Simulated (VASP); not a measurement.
Set up this calculation in VASP 6.6.1, as the native input.

```
Task                   : single point
Functional             : PBE
Potentials or basis    : VASP PAW PBE potentials, release 64 (B, N)
Cutoff                 : 520 eV
k mesh                 : 12 × 12 × 6
Occupations            : gaussian, width 0.05 eV
Spin                   : no spin polarisation
Dipole correction      : no
Further INCAR settings : ALGO = Normal; EDIFF = 1e-07; NBANDS = 16
```

The structure of BN lies in POSCAR:

```
BN
1.0
    2.5539396017      0.0000000000      0.0000000000
   -1.2769698009      2.2117765748      0.0000000000
    0.0000000000      0.0000000000      4.2268550000
B N
2 2
Direct
    0.6666666667      0.3333333333      1.0115531259
    0.3333333333      0.6666666667      0.4997240000
    0.6666666667      0.3333333333      0.6252760000
    0.3333333333      0.6666666667      0.1252760000
```

This cell differs from its parent crystal: atom 1 (B) moved +0.050 Å along Cartesian [0 0 1].

One way to write it, as run:

INCAR

```
PREC     = Accurate       # precision mode
ENCUT    = 520            # plane-wave cutoff, eV
EDIFF    = 1E-7           # SCF threshold, eV
ISMEAR   = 0              # smearing method
SIGMA    = 0.05           # smearing width, eV
LREAL    = False          # projectors in reciprocal space
LASPH    = True           # aspherical terms in the spheres
NELM     = 80             # most SCF steps
ALGO     = Normal         # electronic algorithm
ISIF     = 2              # what is computed and relaxed
LWAVE    = False          # write WAVECAR
LCHARG   = False          # write CHGCAR
GGA      = PE             # functional
NBANDS   = 16             # bands
```

KPOINTS

```
regular mesh
0
Gamma
  12 12 6
```

Potentials or basis: VASP PAW PBE potentials, release 64 (B, N).

Launch:

```bash
$ cat potpaw_PBE.64/B/POTCAR potpaw_PBE.64/N/POTCAR > POTCAR
$ mpirun -np 1 vasp_std > vasp.out
```

Results of the run:

```yaml
Pressure: 0.8 GPa
Largest_force: 1.570 eV/Å
Band_gap_on_the_k_mesh: 5.49 eV (least direct gap 8.28 eV)
```

Caveat: the cell differs from its parent crystal (atom 1 (B) moved +0.050 Å along Cartesian [0 0 1]); forces of over 1 eV/Å act on the atoms, so gaps and moduli don't describe the material at rest.

Run time: 19 s on 1 thread of Intel(R) Xeon(R) Platinum 8488C (Sapphire Rapids), on a shared host, peak memory 0.15 GiB.
